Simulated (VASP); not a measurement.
Here is a VASP 6.6.1 calculation.

INCAR

```
  PREC = Accurate
  ENCUT = 520
  EDIFF = 1E-6
  ISMEAR = 0
  SIGMA = 0.1
  LREAL = False
  LASPH = True
  NELM = 60
  ALGO = Normal
  ISIF = 2
  LWAVE = False
  LCHARG = True
  LDIPOL = True
  IDIPOL = 3
  DIPOL = 0.5 0.5 0.308
  GGA = PE
  IVDW = 12
  LELF = True
  LVHAR = True
  LVACPOTAV = True
  NBANDS = 30
```

File KPOINTS:

```
Automatic mesh
0
Gamma
  6 6 1
```

File POSCAR:

```
Al12H
1.0
    5.6314608543      0.0000000000      0.0000000000
   -2.8157304272      4.8769881603      0.0000000000
    0.0000000000      0.0000000000     21.6684292099
Al H
12 1
Direct
    0.3333333333      0.1666666667      0.1846003677
    0.3333333333      0.6666666667      0.1846003677
    0.8333333333      0.1666666667      0.1846003677
    0.8333333333      0.6666666667      0.1846003677
    0.1666666667      0.3333333333      0.2900502825
    0.1666666667      0.8333333333      0.2900502825
    0.6666666667      0.3333333333      0.2900502825
    0.6666666667      0.8333333333      0.2900502825
    0.0000000000      0.0000000000      0.3954337957
    0.0000000000      0.5000000000      0.3954337957
    0.5000000000      0.0000000000      0.3954337957
    0.5000000000      0.5000000000      0.3954337957
    0.0000000000      0.0000000000      0.5246540531
```

Potentials or basis: VASP PAW PBE potentials, release 64 (Al, H).

The run is started by

```bash
$ cat potpaw_PBE.64/Al/POTCAR potpaw_PBE.64/H/POTCAR > POTCAR
$ mpirun -np 1 vasp_std > vasp.out
```

Task: Predict the largest force.

Result: 1.457 eV/Å.

Task: Estimate the band gap on the k mesh.

Result: Zero (an odd number of electrons rules out a gap without spin polarisation).

Forces on the atoms (eV/Å):
```
Al   0.046  0.027 -0.105
Al   0.000  0.000 -0.060
Al  -0.046  0.027 -0.105
Al   0.000 -0.053 -0.105
Al   0.000  0.120  0.015
Al   0.104 -0.060  0.015
Al   0.000  0.000 -0.069
Al  -0.104 -0.060  0.015
Al   0.000  0.000  1.457
Al  -0.017 -0.010  0.077
Al   0.000  0.020  0.077
Al   0.017 -0.010  0.077
H    0.000  0.000 -1.289
```
